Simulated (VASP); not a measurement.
# Ni (P6_3/mmc) in VASP: further runs

Runs on Ni. Level: LDA. Tasks: single point.

Everything below comes from runs of VASP 6.6.1. Logs are shortened: lines on timing, memory, paths and dates and some standing lists are left out, and cuts for length are marked.

**1. The cell of the first run**

The structure is hexagonal, space group P6_3/mmc (No. 194). Conventional cell: a = 2.448 Å, b = 2.448 Å, c = 4.073 Å, α = 90.00°, β = 90.00°, γ = 120.00°. Within 3.2 Å of Ni (site symmetry -6m2) lie 12 Ni at 2.45 to 2.48 Å.

**2. Single point, LDA, collinear spin, ferromagnetic start**

Input file INCAR:

```
ALGO = Normal ; EDIFF = 1E-7
ENCUT = 520 ; ISIF = 2
ISMEAR = -1 ; ISPIN = 2
LASPH = True ; LCHARG = False
LMAXMIX = 4 ; LORBIT = 11
LREAL = False ; LWAVE = False
MAGMOM = 1 1 ; NBANDS = 21
NELM = 150 ; PREC = Accurate
SIGMA = 0.15
```

Input file KPOINTS:

```
k-points
0
Gamma
  6 6 4
```

Input file POSCAR:

```
Ni
1.0
    2.4480200000      0.0000000000      0.0000000000
   -1.2240100000      2.1200500000      0.0000000000
    0.0000000000      0.0000000000      4.0728100000
Ni
2
Direct
    0.3333333333      0.6666666667      0.2500000000
    0.6666666667      0.3333333333      0.7500000000
```

Potentials or basis: VASP PAW LDA potentials, release 64 (Ni).

The run is started by

```bash
cat potpaw_LDA.64/Ni/POTCAR > POTCAR
mpirun -np 1 vasp_std > vasp.out
```

OUTCAR:

```text
EDIFF = 1E-7
   ENCUT = 520
   ISIF = 2
   ISMEAR = -1
   ISPIN = 2
   LASPH = True
   LORBIT = 11
   LREAL = False
   NELM = 150
   PREC = Accurate

 ion  position               nearest neighbor table
   1  0.333  0.667  0.250-   2 2.48   2 2.48   2 2.48   2 2.48   2 2.48   2 2.48
   2  0.667  0.333  0.750-   1 2.48   1 2.48   1 2.48   1 2.48   1 2.48   1 2.48

  LATTYP: Found a hexagonal cell.
 ALAT       =     2.4480200000
 C/A-ratio  =     1.6637159827

  Lattice vectors:

 A1 = (   2.4480200000,   0.0000000000,   0.0000000000)
 A2 = (  -1.2240100000,   2.1200500000,   0.0000000000)
 A3 = (   0.0000000000,   0.0000000000,   4.0728100000)

Analysis of symmetry for initial positions (statically):
=====================================================================
 Subroutine PRICEL returns:
 Original cell was already a primitive cell.

 Routine SETGRP: Setting up the symmetry group for a
 hexagonal supercell.

 Subroutine GETGRP returns: Found 24 space group operations
 (whereof 12 operations were pure point group operations)
 out of a pool of 24 trial point group operations.

The static configuration has the point symmetry D_3d.
 The point group associated with its full space group is D_6h.

Analysis of symmetry for dynamics (positions and initial velocities):
=====================================================================
 Subroutine PRICEL returns:
 Original cell was already a primitive cell.

 Routine SETGRP: Setting up the symmetry group for a
 hexagonal supercell.

 Subroutine GETGRP returns: Found 24 space group operations
 (whereof 12 operations were pure point group operations)
 out of a pool of 24 trial point group operations.

The dynamic configuration has the point symmetry D_3d.
 The point group associated with its full space group is D_6h.

Analysis of structural, dynamic, and magnetic symmetry:
=====================================================================
 Subroutine PRICEL returns:
 Original cell was already a primitive cell.

 Routine SETGRP: Setting up the symmetry group for a
 hexagonal supercell.

 Subroutine GETGRP returns: Found 24 space group operations
 (whereof 12 operations were pure point group operations)
 out of a pool of 24 trial point group operations.

The overall configuration has the point symmetry D_3d.
 The point group associated with its full space group is D_6h.

 Subroutine INISYM returns: Found 24 space group operations
 (whereof 12 operations are pure point group operations),
 and found     1 'primitive' translations

----------------------------------------------------------------------------------------

                                     Primitive cell

  volume of cell :      21.1376

  direct lattice vectors                    reciprocal lattice vectors
     2.448020000  0.000000000  0.000000000     0.408493395  0.235843494  0.000000000
    -1.224010000  2.120050000  0.000000000     0.000000000  0.471686989  0.000000000
     0.000000000  0.000000000  4.072810000     0.000000000  0.000000000  0.245530727

  length of vectors
     2.448020000  2.448022157  4.072810000     0.471687404  0.471686989  0.245530727

  position of ions in fractional coordinates (direct lattice)
     0.333333333  0.666666667  0.250000000
     0.666666667  0.333333333  0.750000000

  ion indices of the primitive-cell ions
   primitive index   ion index
                 1           1
                 2           2

----------------------------------------------------------------------------------------

 KPOINTS: k-points

Automatic generation of k-mesh.
 Grid dimensions read from file:
 generate k-points for:    6    6    4

 Generating k-lattice:

  Cartesian coordinates                     Fractional coordinates (reciprocal lattice)
     0.068082232  0.039307249  0.000000000     0.166666667  0.000000000  0.000000000
     0.000000000  0.078614498  0.000000000     0.000000000  0.166666667  0.000000000
     0.000000000  0.000000000  0.061382682     0.000000000  0.000000000  0.250000000

  Length of vectors
     0.078614567  0.078614498  0.061382682

  Shift w.r.t. Gamma in fractional coordinates (k-lattice)
     0.000000000  0.000000000  0.000000000

 Subroutine IBZKPT returns following result:
 ===========================================

 Found     21 irreducible k-points:

 Following reciprocal coordinates:
            Coordinates               Weight
  0.000000  0.000000  0.000000      1.000000
  0.166667 -0.000000  0.000000      6.000000
  0.333333  0.000000  0.000000      6.000000
  0.500000  0.000000  0.000000      3.000000
  0.166667  0.166667  0.000000      6.000000
  0.333333  0.166667  0.000000     12.000000
[... 13 lines left out ...]
  0.333333  0.166667  0.500000     12.000000
  0.333333  0.333333  0.500000      2.000000
   k-points           NKPTS =     21   k-points in BZ     NKDIM =     21   number of bands    NBANDS=     21
   number of dos      NEDOS =    301   number of ions     NIONS =      2
   total plane-waves  NPLWV =   9720
   dimension x,y,z NGX =    18 NGY =   18 NGZ =   30
   dimension x,y,z NGXF=    36 NGYF=   36 NGZF=   60
   ions per type =               2
   NGX,Y,Z   is equivalent  to a cutoff of  12.22, 12.22, 12.25 a.u.
   NGXF,Y,Z  is equivalent  to a cutoff of  24.45, 24.45, 24.49 a.u.
 SYSTEM =  unknown system
   PREC   = accura    normal or accurate (medium, high low for compatibility)
   ISTART =      0    job   : 0-new  1-cont  2-samecut
   ICHARG =      2    charge: 1-file 2-atom 10-const
   ISPIN  =      2    spin polarized calculation?
   LNONCOLLINEAR =      F non collinear calculations
   LSORBIT =      F    spin-orbit coupling
   LASPH  =      T    aspherical Exc in radial PAW
   ENCUT  =  520.0 eV  38.22 Ry    6.18 a.u.   4.55  4.55  7.57*2*pi/ulx,y,z
   NELM   =    150;   NELMIN=  2; NELMDL= -5     # of ELM steps
   EDIFF  = 0.1E-06   stopping-criterion for ELM
   LREAL  =      F    real-space projection
   EDIFFG = 0.1E-05   stopping-criterion for IOM
   NSW    =      0    number of steps for IOM
   IBRION =     -1    ionic relax: 0-MD 1-quasi-New 2-CG
   NFREE  =      0    steps in history (QN), initial steepest desc. (CG)
   ISIF   =      2    stress and relaxation
   ISYM   =      2    0-nonsym 1-usesym 2-fastsym
   POTIM  = 0.5000    time-step for ionic-motion
   TEBEG  =    0.0;   TEEND  =   0.0 temperature during run
   PSTRESS=    0.0 pullay stress
   NELECT =      20.0000    total number of electrons
   NUPDOWN=      -1.0000    fix difference up-down
   EMIN   =  10.00;   EMAX   =-10.00  energy-range for DOS
   EFERMI =   0.00;   METHOD = LEGACY
   ISMEAR =    -1;   SIGMA  =   0.15  broadening in eV -4-tet -1-fermi 0-gaus
   EFERMI_NEDOS =   21; number of points for ismear=-14 and -15
   IALGO  =     38    algorithm
   IMIX   =      4    mixing-type and parameters
     AMIX     =   0.40;   BMIX     =  1.00
     AMIX_MAG =   1.60;   BMIX_MAG =  1.00
  volume/ion in A,a.u.               =      10.57        71.32
  Fermi-wavevector in a.u.,A,eV,Ry     =   1.607187  3.037143 35.144532  2.583050
  Thomas-Fermi vector in A             =   2.703256
   LORBIT       =     11    0 simple, 1 ext, 2 COOP (PROOUT), +10 PAW based schemes
   GGA     = CA    functional components
   LHFCALC =     F    Hartree Fock is set to
   AEXX    =    0.0000 exact exchange contribution
   IVDW    =     0    specifies the selected vdW correction
   LEPSILON=     F    determine dielectric tensor
   LRPA    =     F    only Hartree local field effects (RPA)
 spin polarized calculation
  energy-cutoff  :      520.00
  volume of cell :       21.14
 maximum number of plane-waves:       592
   NGX =  9   NGY =  9   NGZ = 15

 number of electron      19.9999995 magnetization       1.0002673

 Free energy of the ion-electron system (eV)
  ---------------------------------------------------
  ext. energy  EPLUGINS =         0.00000000
  ---------------------------------------------------
  free energy    TOTEN  =       -13.23221415 eV

  energy without entropy =      -12.96257348  energy(sigma->0) =      -13.09739382

 E-fermi :   9.4227     XC(G=0): -13.7839

 val. band max:        9.4127508338   @ k =   0.0000   0.0000   0.0000
 cond. band min:       9.4448368889   @ k =   0.3333   0.1667   0.0000
 fundamental gap:      0.0320860550
 Fermi energy:         9.4227129923

 spin component 1

 k-point     1 :       0.0000    0.0000    0.0000
  band No.  band energies     occupation
      1       0.2615      1.00000
      2       4.5178      1.00000
      3       7.0191      1.00000
      4       7.1875      1.00000
      5       7.1875      1.00000
      6       7.4555      1.00000
[... 13 lines left out ...]
     20      36.2114      0.00000
     21      40.1357      0.00000

 k-point     2 :       0.1667   -0.0000    0.0000
  band No.  band energies     occupation
      1       1.2366      1.00000
      2       5.0751      1.00000
      3       6.6828      1.00000
      4       6.8488      1.00000
      5       7.1989      1.00000
      6       7.5398      1.00000
[... 13 lines left out ...]
     20      38.4220      0.00000
     21      38.7139      0.00000

 k-point     3 :       0.3333    0.0000    0.0000
  band No.  band energies     occupation
      1       3.6313      1.00000
      2       5.3862      1.00000
      3       5.7104      1.00000
      4       6.5933      1.00000
      5       7.1852      1.00000
      6       7.3216      1.00000
[... 13 lines left out ...]
     20      36.2002      0.00000
     21      37.9899      0.00000
[... 385 lines left out ...]
 k-point    20 :       0.3333    0.1667    0.5000
  band No.  band energies     occupation
      1       5.1604      1.00000
      2       5.1604      1.00000
      3       6.2409      1.00000
      4       6.2409      1.00000
      5       7.2001      1.00000
      6       7.2001      1.00000
[... 13 lines left out ...]
     20      35.2947      0.00000
     21      38.0091      0.00000

 k-point    21 :       0.3333    0.3333    0.5000
  band No.  band energies     occupation
      1       5.9654      1.00000
      2       5.9654      1.00000
      3       6.0544      1.00000
      4       6.0544      1.00000
      5       6.7491      1.00000
      6       6.7491      1.00000
[... 13 lines left out ...]
     20      33.0046      0.00000
     21      36.9492      0.00000
 Fermi energy:         9.4227129923

 spin component 2

 k-point     1 :       0.0000    0.0000    0.0000
  band No.  band energies     occupation
      1       0.3002      1.00000
      2       4.8050      1.00000
      3       7.4915      1.00000
      4       7.6639      0.99999
      5       7.6639      0.99999
      6       7.9442      0.99995
[... 13 lines left out ...]
     20      36.3252      0.00000
     21      40.2521      0.00000

 k-point     2 :       0.1667   -0.0000    0.0000
  band No.  band energies     occupation
      1       1.2776      1.00000
      2       5.3893      1.00000
      3       7.1298      1.00000
      4       7.1755      1.00000
      5       7.6705      0.99999
      6       8.0253      0.99991
[... 13 lines left out ...]
     20      38.4859      0.00000
     21      38.8063      0.00000

 k-point     3 :       0.3333    0.0000    0.0000
  band No.  band energies     occupation
      1       3.7240      1.00000
      2       5.7671      1.00000
      3       6.0650      1.00000
      4       6.9540      1.00000
      5       7.6336      0.99999
      6       7.8025      0.99998
[... 13 lines left out ...]
     20      36.3112      0.00000
     21      38.0956      0.00000
[... 385 lines left out ...]
 k-point    20 :       0.3333    0.1667    0.5000
  band No.  band energies     occupation
      1       5.4711      1.00000
      2       5.4711      1.00000
      3       6.6501      1.00000
      4       6.6501      1.00000
      5       7.5855      1.00000
      6       7.5855      1.00000
[... 13 lines left out ...]
     20      35.3939      0.00000
     21      38.0878      0.00000

 k-point    21 :       0.3333    0.3333    0.5000
  band No.  band energies     occupation
      1       6.3634      1.00000
      2       6.3634      1.00000
      3       6.4063      1.00000
      4       6.4063      1.00000
      5       7.1231      1.00000
      6       7.1231      1.00000
[... 13 lines left out ...]
     20      33.0744      0.00000
     21      37.0541      0.00000

------------------------ aborting loop because EDIFF is reached ----------------------------------------

  FORCE on cell =-STRESS in cart. coord.  units (eV):
  Direction    XX          YY          ZZ          XY          YZ          ZX
  --------------------------------------------------------------------------------------
  -------------------------------------------------------------------------------------
  Total       -1.2393013     -1.2393042     -1.6851716     -0.0000000      0.0000000      0.0000000
  in kB      -93.9360468    -93.9362675   -127.7319404     -0.0000000      0.0000000      0.0000000
  external PRESSURE =    -105.2014182 kB  Pullay stress =       0.0000000 kB

 VOLUME and BASIS-vectors are now :
 -----------------------------------------------------------------------------
  energy-cutoff  :      520.00
  volume of cell :       21.14
      direct lattice vectors                 reciprocal lattice vectors
     2.448020000  0.000000000  0.000000000     0.408493395  0.235843494  0.000000000
    -1.224010000  2.120050000  0.000000000     0.000000000  0.471686989  0.000000000
     0.000000000  0.000000000  4.072810000     0.000000000  0.000000000  0.245530727

 POSITION                                       TOTAL-FORCE (eV/Angst)
 -----------------------------------------------------------------------------------
     -0.00000      1.41337      1.01820        -0.000000      0.000000      0.000000
      1.22401      0.70668      3.05461         0.000000     -0.000000      0.000000
 -----------------------------------------------------------------------------------
    total drift:                               -0.000000      0.000000     -0.000000

  FREE ENERGIE OF THE ION-ELECTRON SYSTEM (eV)
  ---------------------------------------------------
  free  energy   TOTEN  =       -13.2322141541 eV

  energy  without entropy=      -12.9625734814  energy(sigma->0) =      -13.09739382

 total charge

# of ion       s       p       d       tot
------------------------------------------
    1        0.511   0.521   8.343   9.375
    2        0.511   0.521   8.343   9.375
--------------------------------------------------
tot          1.022   1.042  16.685  18.749

 magnetization (x)

# of ion       s       p       d       tot
------------------------------------------
    1       -0.004  -0.016   0.521   0.502
    2       -0.004  -0.016   0.521   0.502
--------------------------------------------------
tot         -0.007  -0.031   1.043   1.005
```

Wall time 38 s (1 thread of Intel Xeon 6975P-C, shared host); peak memory 0.13 GiB.

Results:

```
Free energy                                           : -13.2322 eV
Pressure                                              : -10.5 GPa
Net moment                                            : 1.00 μB per cell
Site moments                                          : Ni +0.50 μB
Valence electrons inside the program's atomic spheres : Ni 9.38
```

Caveat: the k points lie up to 0.49 Å⁻¹ apart.

**3. Single point, LDA, collinear spin, ferromagnetic start**

Input file INCAR:

```
SYSTEM = Ni
ALGO = Normal
EDIFF = 1E-7
ENCUT = 520
GGA = CA
ISIF = 2
ISMEAR = -1
ISPIN = 2
LASPH = .True.
LCHARG = .True.
LELF = .True.
LMAXMIX = 4
LORBIT = 11
LREAL = .False.
LVHAR = .True.
LWAVE = .False.
MAGMOM = 1 1
NBANDS = 21
NELM = 150
PREC = Accurate
SIGMA = 0.15
```

Input file KPOINTS:

```
k-points
0
Gamma
  8 8 4
  0 0 0
```

POSCAR is that of step 2.

Potentials or basis: VASP PAW LDA potentials, release 64 (Ni).

The run is started by

```bash
cat potpaw_LDA.64/Ni/POTCAR > POTCAR
mpirun -np 1 vasp_std > vasp.out
```

It took 42 s on 1 thread of Intel Xeon 6975P-C, shared host; peak memory 0.13 GiB.

The run converged. Its results:

```yaml
Free_energy: -13.2102 eV
Pressure: -10.1 GPa
Net_moment: 1.08 μB per cell
Site_moments: Ni +0.54 μB
Valence_electrons_inside_the_program's_atomic_spheres: Ni 9.37
```

Stress tensor (GPa, compression positive):
```
 -8.63   0.00   0.00
  0.00  -8.63   0.00
  0.00   0.00 -13.09
```

Levels at points of the mesh, in eV from the Fermi level:
Spin up:
```csv
k point,band 8,band 9,band 10,band 11,band 12,band 13,band 14,band 15
"(0.00, 0.00, 0.00)",-1.53,-1.53,-0.58,-0.58,-0.50,5.68,23.16,25.23
"(0.50, 0.00, 0.00)",-0.43,-0.42,-0.31,1.34,3.27,9.45,9.98,12.66
"(0.00, 0.00, 0.50)",-2.32,-0.88,-0.88,-0.88,-0.88,14.27,14.27,23.86
"(0.50, 0.00, 0.50)",-0.88,-0.36,-0.36,1.53,1.53,7.11,7.11,18.70
```
Spin down:
```
           k point  band 7  band 8  band 9  band 10  band 11  band 12  band 13  band 14
(0.00, 0.00, 0.00)   -1.49   -1.00   -1.00    -0.47    -0.02    -0.02     6.02    23.16
(0.50, 0.00, 0.00)   -1.51    0.15    0.16     0.28     1.72     3.59     9.60    10.13
(0.00, 0.00, 0.50)   -1.80   -1.80   -0.32    -0.32    -0.32    -0.32    14.43    14.43
(0.50, 0.00, 0.50)   -0.41   -0.41    0.23     0.23     1.71     1.71     7.39     7.39
```

Caveat: the k points lie up to 0.39 Å⁻¹ apart.

**4. Single point, LDA, collinear spin, ferromagnetic start**

Input file INCAR:

```
SYSTEM = Ni
ALGO = Normal
EDIFF = 1E-7
ENCUT = 520
GGA = CA
ISIF = 2
ISMEAR = -1
ISPIN = 2
LASPH = .TRUE.
LCHARG = .TRUE.
LELF = .TRUE.
LMAXMIX = 4
LORBIT = 11
LREAL = .FALSE.
LVHAR = .TRUE.
LWAVE = .FALSE.
MAGMOM = 1 1
NBANDS = 21
NELM = 150
PREC = Accurate
SIGMA = 0.15
```

Input file KPOINTS:

```
k-points
0
G
  9 9 5
  0 0 0
```

POSCAR is that of step 3.

The run is started by

```bash
cat potpaw_LDA.64/Ni/POTCAR > POTCAR
mpirun -np 1 vasp_std > vasp.out
```

It took 37 s on 1 thread of Intel Xeon 6975P-C, shared host; peak memory 0.14 GiB.

The run converged. Its results:

```
Free energy                                           : -13.2131 eV
Pressure                                              : -10.5 GPa
Net moment                                            : 0.88 μB per cell
Site moments                                          : Ni +0.45 μB
Valence electrons inside the program's atomic spheres : Ni 9.38
```

Stress tensor (GPa, compression positive):
```
 -9.55   0.00   0.00
  0.00  -9.55   0.00
  0.00   0.00 -12.46
```

Levels at points of the mesh, in eV from the Fermi level:
Spin up:
```
           k point  band 6  band 7  band 8  band 9  band 10  band 11  band 12  band 13  band 14  band 15
(0.00, 0.00, 0.00)   -1.96   -1.96   -1.46   -1.46    -0.51    -0.51    -0.49     5.73    23.17    25.25
```
Spin down:
```
           k point  band 7  band 8  band 9  band 10  band 11  band 12  band 13  band 14
(0.00, 0.00, 0.00)   -1.52   -1.02   -1.02    -0.47    -0.04    -0.04     6.00    23.16
```

**5. Summary**

| k mesh | gap on the mesh (eV) | pressure (GPa) | moment (μB) |
| --- | --- | --- | --- |
| 6 × 6 × 4 | none | -10.5 | 1.00 |
| 8 × 8 × 4 | none | -10.1 | 1.08 |
| 9 × 9 × 5 | none | -10.5 | 0.88 |

Alike in all rows: task single point; level LDA; potentials or basis VASP PAW LDA potentials, release 64 (Ni); spin collinear, ferromagnetic start; cell as given; cutoff (eV) 520; smearing fermi-dirac 0.15 eV.

Caveats: some runs use coarse meshes.

Absolute energies hang on the potentials; compare differences alone.
